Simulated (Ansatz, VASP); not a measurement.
**VNiC4N4: VASP beside Ansatz**

```
V Ni C N
1.0
     5.85852    0.00000    0.00000
     0.00000    5.85852    0.00000
     0.00000    0.00000    5.85852
V Ni C N
1 1 4 4
Direct
  0.00000 0.00000 0.00000
  0.50000 0.50000 0.50000
  0.19798 0.19798 0.19798
  0.19798 0.80202 0.80202
  0.80202 0.19798 0.80202
  0.80202 0.80202 0.19798
  0.31384 0.31384 0.31384
  0.31384 0.68616 0.68616
  0.68616 0.31384 0.68616
  0.68616 0.68616 0.31384
```

Alike in both runs: functional PBE; k mesh 4 × 4 × 4; occupations gaussian, width 0.1 eV; collinear spin.

Ansatz relaxed the structure, and its values are those at the end. VASP's run is a single point on that final structure, the one shown.

|  | VASP | Ansatz |
| --- | --- | --- |
| version | VASP 6.6.1 | Ansatz 0.2.0 |
| potentials or method | VASP PAW PBE potentials, release 64 (V_sv, Ni, C, N), cutoff 520 eV | scalar-relativistic, plane waves, PAW |
| valence electrons in the cell | 59 | 67 |

Ansatz gave:

| Property | Result |
| --- | --- |
| gap on the k mesh at the Fermi level (eV) | none |
| pressure (GPa) | 0.0 |
| rms of the force components (eV/Å) | 0.016 |
| net moment per atom (μB) | 0.10 |
| size of the moment on the site where the two differ most (μB) | 1.34 |

Which values does VASP return?

gap on the k mesh at the Fermi level (eV): none; pressure (GPa): 0.4; rms of the force components (eV/Å): 0.149; net moment per atom (μB): 0.10; size of the moment on the site where the two differ most (μB): 1.69.

Site moments also hang on the region over which each program counts them. A gap of «none» marks a metal or a gap that the smearing closes. One of these differences is far larger than is usual between the two programs; its cause wasn't traced. With one functional, cell and mesh, what is left measures potentials, basis and numerics. VASP's potentials hold 59 valence electrons a cell and Ansatz's 67, so a difference there can come from the potentials and not from the codes. Ansatz's warnings: seeded moment not kept.

Noted on VASP's run: the standard files for N, O and F lose accuracy on very short bonds.
